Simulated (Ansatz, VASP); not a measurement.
BiRh in VASP and in Ansatz

Contents of INCAR:

```
ALGO = Normal
EDIFF = 1E-7
ENCUT = 520
GGA = CA
ISIF = 2
ISMEAR = -1
LASPH = T
LCHARG = T
LELF = T
LREAL = F
LVHAR = T
LWAVE = F
NBANDS = 38
NELM = 100
PREC = Accurate
SIGMA = 0.03
```

KPOINTS

```
k-points
0
Gamma
  12 12 7
```

File POSCAR:

```
BiRh
1.0
    4.0104263761      0.0000000000      0.0000000000
   -2.0052131880      3.4731311217      0.0000000000
    0.0000000000      0.0000000000      5.5473961337
Bi Rh
2 2
Direct
    0.3333333333      0.6666666667      0.2500000000
    0.6666666667      0.3333333333      0.7500000000
    0.0000000000      0.0000000000      0.0000000000
    0.0000000000      0.0000000000      0.5000000000
```

Input for Ansatz:

```yaml
crystal:
  lattice:
    - [4.0104263761, 0.0, 0.0]
    - [-2.005213188, 3.4731311217, 0.0]
    - [0.0, 0.0, 5.5473961337]
  atoms:
    - { symbol: Bi, position: [0.3333333333, 0.6666666667, 0.25] }
    - { symbol: Bi, position: [0.6666666667, 0.3333333333, 0.75] }
    - { symbol: Rh, position: [0.0, 0.0, 0.0] }
    - { symbol: Rh, position: [0.0, 0.0, 0.5] }
kpoints:
  mp_grid: { grid: [12, 12, 7] }
  band_path:
    path:
      - [0.0, 0.0, 0.0]
      - [0.5, 0.0, 0.0]
      - [0.3333333333, 0.3333333333, 0.0]
      - [0.0, 0.0, 0.0]
      - [0.0, 0.0, 0.5]
      - [0.5, 0.0, 0.5]
      - [0.3333333333, 0.3333333333, 0.5]
      - [0.0, 0.0, 0.5]
      - [0.5, 0.0, 0.5]
    npoints: 5
scf:
  occupations: { method: fermi_dirac, width: 0.03 }
hamiltonian:
  xc: lda
  pseudopotentials: { kind: all_electron, lapw: { basis_error: 0.001 } }
output:
  forces: true
  stress: true
  eigenvalues: true
```

Change from the starting cell: volume scaled by 0.94.

Alike in both runs: task single point; functional LDA; k mesh 12 × 12 × 7; occupations fermi-dirac, width 0.03 eV; no spin polarisation.

```csv
,VASP,Ansatz
version,VASP 6.6.1,Ansatz 0.2.0
potentials or method,"VASP PAW LDA potentials, release 64 (Bi_d, Rh_pv), cutoff 520 eV","all-electron LAPW, scalar-relativistic"
```

VASP gave:

| Item | Value |
| --- | --- |
| pressure (GPa) | 7.1 |
| traceless stress, the component that is largest in VASP (GPa) | -0.52 |

Task: Which values does Ansatz return?

Result: Pressure (GPa): 6.7; traceless stress, the component that is largest in VASP (GPa): -0.56.

LDA's correlation is that of Perdew and Zunger in VASP and of Perdew and Wang (1992) in Ansatz. Ansatz ran all-electron here, and VASP with PAW potentials.

Spin-orbit coupling is off throughout.
